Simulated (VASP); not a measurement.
# Ho4S (P-3m1) in VASP: single point with PBE

Aim: the single point of Ho4S with PBE.

Everything below comes from runs of VASP 6.6.1. Logs are shortened: lines on timing, memory, paths and dates and some standing lists are left out, and cuts for length are marked.

## (1) The cell of the first run

It takes space group P-3m1 (No. 164, trigonal). Conventional cell: a = 3.654 Å, b = 3.654 Å, c = 11.914 Å, α = 90.00°, β = 90.00°, γ = 120.00°. Ho (site symmetry 3m) has 3 S at 2.72 Å and 9 Ho at 3.56 to 3.65 Å within 3.7 Å. Ho (site symmetry 3m) has 12 Ho at 3.47 to 3.65 Å within 4.6 Å. Within 3.7 Å of S (site symmetry -3m) lie 6 Ho at 2.72 Å and 6 S at 3.65 Å.

The cell was generated, and may not be a known phase.

## (2) Single point, PBE

INCAR reads:

```
PREC = Accurate
ENCUT = 500
EDIFF = 1E-6
ISMEAR = 0
SIGMA = 0.2
LREAL = False
LASPH = True
NELM = 200
ALGO = Normal
ISIF = 2
LWAVE = False
LCHARG = False
GGA = PE
NBANDS = 29
GGA_COMPAT = False
LMAXMIX = 6
```

KPOINTS reads:

```
regular mesh
0
Gamma
  5 5 2
```

POSCAR reads:

```
Ho4S
1.0
    3.6544177792     -0.0000000031      0.0000000000
   -1.8272088869      3.1648186344      0.0000000000
    0.0000000000      0.0000000000     11.9137856335
Ho S
4 1
Direct
    0.3333333333      0.6666666667      0.8563805228
    0.3333333333      0.6666666667      0.3846208172
    0.6666666667      0.3333333333      0.1436194772
    0.6666666667      0.3333333333      0.6153791828
    0.0000000000      0.0000000000      0.0000000000
```

Potentials or basis: VASP PAW PBE potentials, release 64 (Ho_3, S), 4f in core.

Command:

```
$ cat potpaw_PBE.64/Ho_3/POTCAR potpaw_PBE.64/S/POTCAR > POTCAR
$ mpirun -np 1 vasp_std > vasp.out
```

OUTCAR:

```text
PREC = Accurate
   ENCUT = 500
   EDIFF = 1E-6
   ISMEAR = 0
   LREAL = False
   LASPH = True
   NELM = 200
   ISIF = 2
   GGA = PE

 ion  position               nearest neighbor table
   1  0.333  0.667  0.856-   5 2.72   5 2.72   5 2.72   4 3.56   4 3.56   4 3.56
   2  0.333  0.667  0.385-   4 3.47   4 3.47   4 3.47   3 3.56   3 3.56   3 3.56
   3  0.667  0.333  0.144-   5 2.72   5 2.72   5 2.72   2 3.56   2 3.56   2 3.56
   4  0.667  0.333  0.615-   2 3.47   2 3.47   2 3.47   1 3.56   1 3.56   1 3.56
   5  0.000  0.000  0.000-   1 2.72   3 2.72   3 2.72   1 2.72   3 2.72   1 2.72

  LATTYP: Found a hexagonal cell.
 ALAT       =     3.6544177792
 C/A-ratio  =     3.2601049889

  Lattice vectors:

 A1 = (   3.6544177792,  -0.0000000031,   0.0000000000)
 A2 = (  -1.8272088869,   3.1648186344,   0.0000000000)
 A3 = (   0.0000000000,   0.0000000000,  11.9137856335)

Analysis of symmetry for initial positions (statically):
=====================================================================
 Subroutine PRICEL returns:
 Original cell was already a primitive cell.

 Routine SETGRP: Setting up the symmetry group for a
 hexagonal supercell.

 Subroutine GETGRP returns: Found 12 space group operations
 (whereof 12 operations were pure point group operations)
 out of a pool of 24 trial point group operations.

The static configuration has the point symmetry D_3d.

Analysis of symmetry for dynamics (positions and initial velocities):
=====================================================================
 Subroutine PRICEL returns:
 Original cell was already a primitive cell.

 Routine SETGRP: Setting up the symmetry group for a
 hexagonal supercell.

 Subroutine GETGRP returns: Found 12 space group operations
 (whereof 12 operations were pure point group operations)
 out of a pool of 24 trial point group operations.

The dynamic configuration has the point symmetry D_3d.

 Subroutine INISYM returns: Found 12 space group operations
 (whereof 12 operations are pure point group operations),
 and found     1 'primitive' translations

----------------------------------------------------------------------------------------

                                     Primitive cell

  volume of cell :     137.7897

  direct lattice vectors                    reciprocal lattice vectors
     3.654417779 -0.000000003  0.000000000     0.273641401  0.157986936  0.000000000
    -1.827208887  3.164818634  0.000000000     0.000000000  0.315973873  0.000000000
     0.000000000  0.000000000 11.913785633     0.000000000  0.000000000  0.083936377

  length of vectors
     3.654417779  3.654417779 11.913785633     0.315973873  0.315973873  0.083936377

  position of ions in fractional coordinates (direct lattice)
     0.333333333  0.666666667  0.856380523
     0.333333333  0.666666667  0.384620817
     0.666666667  0.333333333  0.143619477
     0.666666667  0.333333333  0.615379183
     0.000000000  0.000000000  0.000000000

  ion indices of the primitive-cell ions
   primitive index   ion index
                 1           1
                 2           2
                 3           3
                 4           4
                 5           5

----------------------------------------------------------------------------------------

 KPOINTS: regular mesh

Automatic generation of k-mesh.
 Grid dimensions read from file:
 generate k-points for:    5    5    2

 Generating k-lattice:

  Cartesian coordinates                     Fractional coordinates (reciprocal lattice)
     0.054728280  0.031597387  0.000000000     0.200000000  0.000000000  0.000000000
     0.000000000  0.063194775  0.000000000     0.000000000  0.200000000  0.000000000
     0.000000000  0.000000000  0.041968188     0.000000000  0.000000000  0.500000000

  Length of vectors
     0.063194775  0.063194775  0.041968188

  Shift w.r.t. Gamma in fractional coordinates (k-lattice)
     0.000000000  0.000000000  0.000000000

 Subroutine IBZKPT returns following result:
 ===========================================

 Found     10 irreducible k-points:

 Following reciprocal coordinates:
            Coordinates               Weight
  0.000000  0.000000  0.000000      1.000000
  0.200000  0.000000  0.000000      6.000000
  0.400000  0.000000  0.000000      6.000000
  0.200000  0.200000  0.000000      6.000000
  0.400000  0.200000  0.000000      6.000000
  0.000000  0.000000  0.500000      1.000000
  0.200000  0.000000  0.500000      6.000000
  0.400000  0.000000  0.500000      6.000000
  0.200000  0.200000  0.500000      6.000000
  0.400000  0.200000  0.500000      6.000000
   k-points           NKPTS =     10   k-points in BZ     NKDIM =     10   number of bands    NBANDS=     29
   number of dos      NEDOS =    301   number of ions     NIONS =      5
   total plane-waves  NPLWV =  70560
   dimension x,y,z NGX =    28 NGY =   28 NGZ =   90
   dimension x,y,z NGXF=    56 NGYF=   56 NGZF=  180
   ions per type =               4   1
   NGX,Y,Z   is equivalent  to a cutoff of  12.74, 12.74, 12.56 a.u.
   NGXF,Y,Z  is equivalent  to a cutoff of  25.48, 25.48, 25.12 a.u.
 SYSTEM =  unknown system
   PREC   = accura    normal or accurate (medium, high low for compatibility)
   ISTART =      0    job   : 0-new  1-cont  2-samecut
   ICHARG =      2    charge: 1-file 2-atom 10-const
   ISPIN  =      1    spin polarized calculation?
   LNONCOLLINEAR =      F non collinear calculations
   LSORBIT =      F    spin-orbit coupling
   LASPH  =      T    aspherical Exc in radial PAW
   ENCUT  =  500.0 eV  36.75 Ry    6.06 a.u.   6.66  6.66 21.72*2*pi/ulx,y,z
   NELM   =    200;   NELMIN=  2; NELMDL= -5     # of ELM steps
   EDIFF  = 0.1E-05   stopping-criterion for ELM
   LREAL  =      F    real-space projection
   EDIFFG = 0.1E-04   stopping-criterion for IOM
   NSW    =      0    number of steps for IOM
   IBRION =     -1    ionic relax: 0-MD 1-quasi-New 2-CG
   NFREE  =      0    steps in history (QN), initial steepest desc. (CG)
   ISIF   =      2    stress and relaxation
   ISYM   =      2    0-nonsym 1-usesym 2-fastsym
   POTIM  = 0.5000    time-step for ionic-motion
   TEBEG  =    0.0;   TEEND  =   0.0 temperature during run
   PSTRESS=    0.0 pullay stress
   NELECT =      42.0000    total number of electrons
   NUPDOWN=      -1.0000    fix difference up-down
   EMIN   =  10.00;   EMAX   =-10.00  energy-range for DOS
   EFERMI =   0.00;   METHOD = LEGACY
   ISMEAR =     0;   SIGMA  =   0.20  broadening in eV -4-tet -1-fermi 0-gaus
   EFERMI_NEDOS =   21; number of points for ismear=-14 and -15
   IALGO  =     38    algorithm
   IMIX   =      4    mixing-type and parameters
     AMIX     =   0.40;   BMIX     =  1.00
     AMIX_MAG =   1.60;   BMIX_MAG =  1.00
  volume/ion in A,a.u.               =      27.56       185.97
  Fermi-wavevector in a.u.,A,eV,Ry     =   1.101757  2.082018 16.515671  1.213868
  Thomas-Fermi vector in A             =   2.238189
   LORBIT       =      0    0 simple, 1 ext, 2 COOP (PROOUT), +10 PAW based schemes
   GGA     = PE    functional components
   LHFCALC =     F    Hartree Fock is set to
   AEXX    =    0.0000 exact exchange contribution
   IVDW    =     0    specifies the selected vdW correction
   LEPSILON=     F    determine dielectric tensor
   LRPA    =     F    only Hartree local field effects (RPA)
 non-spin polarized calculation
 Gauss-broadening in eV      SIGMA  =   0.20
  energy-cutoff  :      500.00
  volume of cell :      137.79
 maximum number of plane-waves:      3524
 NGX is ok and might be reduce to    28
   NGX = 13   NGY = 13   NGZ = 43

 number of electron      41.9999999 magnetization

 Free energy of the ion-electron system (eV)
  ---------------------------------------------------
  ext. energy  EPLUGINS =         0.00000000
  ---------------------------------------------------
  free energy    TOTEN  =       -25.99001046 eV

  energy without entropy =      -25.86461072  energy(sigma->0) =      -25.92731059

 E-fermi :   3.7579     XC(G=0): -10.0197

 val. band max:        3.7137019466   @ k =   0.4000   0.2000   0.5000
 cond. band min:       3.7745866415   @ k =   0.2000   0.0000   0.5000
 fundamental gap:      0.0608846949
 Fermi energy:         3.7579190703

 k-point     1 :       0.0000    0.0000    0.0000
  band No.  band energies     occupation
      1     -20.6836      2.00000
      2     -20.4801      2.00000
      3     -20.3226      2.00000
      4     -20.2370      2.00000
      5     -20.2370      2.00000
      6     -20.2289      2.00000
[... 21 lines left out ...]
     28       5.8134      0.00000
     29       5.8324      0.00000

 k-point     2 :       0.2000    0.0000    0.0000
  band No.  band energies     occupation
      1     -20.6266      2.00000
      2     -20.4734      2.00000
      3     -20.4114      2.00000
      4     -20.3738      2.00000
      5     -20.2747      2.00000
      6     -20.2738      2.00000
[... 21 lines left out ...]
     28       6.1245      0.00000
     29       6.2620      0.00000

 k-point     3 :       0.4000    0.0000    0.0000
  band No.  band energies     occupation
      1     -20.6413      2.00000
      2     -20.5918      2.00000
      3     -20.5014      2.00000
      4     -20.4828      2.00000
      5     -20.3534      2.00000
      6     -20.3296      2.00000
[... 21 lines left out ...]
     28       6.2158      0.00000
     29       7.1974      0.00000

 k-point     4 :       0.2000    0.2000    0.0000
  band No.  band energies     occupation
      1     -20.5846      2.00000
      2     -20.5219      2.00000
      3     -20.4995      2.00000
      4     -20.4566      2.00000
      5     -20.3798      2.00000
      6     -20.3380      2.00000
[... 149 lines left out ...]
     28       6.7794      0.00000
     29       7.1975      0.00000

 k-point     9 :       0.2000    0.2000    0.5000
  band No.  band energies     occupation
      1     -20.5859      2.00000
      2     -20.5278      2.00000
      3     -20.5023      2.00000
      4     -20.4422      2.00000
      5     -20.3643      2.00000
      6     -20.3513      2.00000
[... 21 lines left out ...]
     28       6.3501      0.00000
     29       6.8208      0.00000

 k-point    10 :       0.4000    0.2000    0.5000
  band No.  band energies     occupation
      1     -20.6243      2.00000
      2     -20.5733      2.00000
      3     -20.4967      2.00000
      4     -20.4607      2.00000
      5     -20.4309      2.00000
      6     -20.4126      2.00000
[... 21 lines left out ...]
     28       6.5690      0.00000
     29       7.0932      0.00000

------------------------ aborting loop because EDIFF is reached ----------------------------------------

  FORCE on cell =-STRESS in cart. coord.  units (eV):
  Direction    XX          YY          ZZ          XY          YZ          ZX
  --------------------------------------------------------------------------------------
  -------------------------------------------------------------------------------------
  Total        0.7665724      0.7665724      0.7599524      0.0000000      0.0000000     -0.0000000
  in kB        8.9134734      8.9134734      8.8364977      0.0000000      0.0000000     -0.0000000
  external PRESSURE =       8.8878148 kB  Pullay stress =       0.0000000 kB

 VOLUME and BASIS-vectors are now :
 -----------------------------------------------------------------------------
  energy-cutoff  :      500.00
  volume of cell :      137.79
      direct lattice vectors                 reciprocal lattice vectors
     3.654417779 -0.000000003  0.000000000     0.273641401  0.157986936  0.000000000
    -1.827208887  3.164818634  0.000000000     0.000000000  0.315973873  0.000000000
     0.000000000  0.000000000 11.913785633     0.000000000  0.000000000  0.083936377

 POSITION                                       TOTAL-FORCE (eV/Angst)
 -----------------------------------------------------------------------------------
      0.00000      2.10988     10.20273         0.000000     -0.000000     -0.064444
      0.00000      2.10988      4.58229        -0.000000     -0.000000     -0.014409
      1.82721      1.05494      1.71105        -0.000000      0.000000      0.064444
      1.82721      1.05494      7.33150         0.000000      0.000000      0.014409
      0.00000      0.00000      0.00000        -0.000000     -0.000000      0.000000
 -----------------------------------------------------------------------------------
    total drift:                               -0.000000      0.000000      0.000000

  FREE ENERGIE OF THE ION-ELECTRON SYSTEM (eV)
  ---------------------------------------------------
  free  energy   TOTEN  =       -25.9900104646 eV

  energy  without entropy=      -25.8646107228  energy(sigma->0) =      -25.92731059
```

It took 66 s on 1 thread of Intel Xeon Platinum 8175M at 2.50GHz (Skylake/Cascade Lake), shared host; peak memory 0.26 GiB.

What came out:

* Free energy: -25.9900 eV
* Pressure: 0.9 GPa
* Largest force: 0.064 eV/Å
* Band gap on the k mesh: zero (bands 21 and 22 overlap by 0.79 eV)

Forces on the atoms (eV/Å):
```
Ho   0.000  0.000 -0.064
Ho   0.000  0.000 -0.014
Ho   0.000  0.000  0.064
Ho   0.000  0.000  0.014
S    0.000  0.000  0.000
```

Caveat: the k points lie up to 0.40 Å⁻¹ apart, too coarse for converged energies and pressures of a metal; spin-orbit coupling is left out, which moves the levels of the heavy elements; the 4f electrons are frozen in the core, so they carry no moment and show no levels; the run has no spin polarisation, though such a crystal can be magnetic.

The gap in the log of VASP goes by the Fermi energy; the results here count the filled bands.